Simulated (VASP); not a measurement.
Write the native input for VASP 6.6.1 that does the following.

* Task: single point
* Functional: r2SCAN
* Potentials or basis: VASP PAW PBE potentials, release 64 (Pd_sv_GW)
* Cutoff: 690 eV
* k mesh: 12 × 12 × 12
* Occupations: fermi-dirac, width 0.05 eV
* Spin: no spin polarisation
* Dipole correction: no
* Further INCAR settings: ALGO = Normal; EDIFF = 1e-06; NBANDS = 15

The system is Pd.

```
CELL_PARAMETERS angstrom
0.00000 1.94650 1.94650
1.94650 0.00000 1.94650
1.94650 1.94650 0.00000
ATOMIC_POSITIONS crystal
Pd 0.00000 0.00000 0.00000
```

One way to write it, as run:

POSCAR

```
Pd
1.0
    0.0000000000      1.9465000000      1.9465000000
    1.9465000000      0.0000000000      1.9465000000
    1.9465000000      1.9465000000      0.0000000000
Pd
1
Direct
    0.0000000000      0.0000000000      0.0000000000
```

INCAR.step1

```
ALGO = Normal ; EDIFF = 1E-5
ENCUT = 690 ; GGA = PE
GGA_COMPAT = False ; ISMEAR = -1
LASPH = True ; LCHARG = False
LREAL = False ; LWAVE = True
NBANDS = 15 ; NELM = 120
PREC = Accurate ; SIGMA = 0.05
```

INCAR.step2

```
ALGO = Normal ; EDIFF = 1E-6
ENCUT = 690 ; GGA_COMPAT = False
ISIF = 2 ; ISMEAR = -1
ISTART = 1 ; LASPH = True
LCHARG = True ; LELF = True
LMIXTAU = True ; LREAL = False
LVHAR = True ; LWAVE = False
METAGGA = R2SCAN ; NBANDS = 15
NELM = 120 ; PREC = Accurate
SIGMA = 0.05
```

KPOINTS

```
k-points
0
Gamma
  12 12 12
```

Potentials or basis: VASP PAW PBE potentials, release 64 (Pd_sv_GW).

Command:

```bash
$ cat potpaw_PBE.64/Pd_sv_GW/POTCAR > POTCAR
$ cp INCAR.step1 INCAR
$ mpirun -np 1 vasp_std > vasp.out
$ cp INCAR.step2 INCAR
$ mpirun -np 1 vasp_std > vasp.out
```

It gave:

```
Pressure               : 2.2 GPa
Band gap on the k mesh : zero (bands 9 and 10 overlap by 1.67 eV)
```

Caveat: the PAW data sets were made with another functional, which shifts forces and pressure a little.

It took 33 s on 1 thread of Intel(R) Xeon(R) 6975P-C (Granite Rapids), with other jobs on the host, peak memory 0.16 GiB.
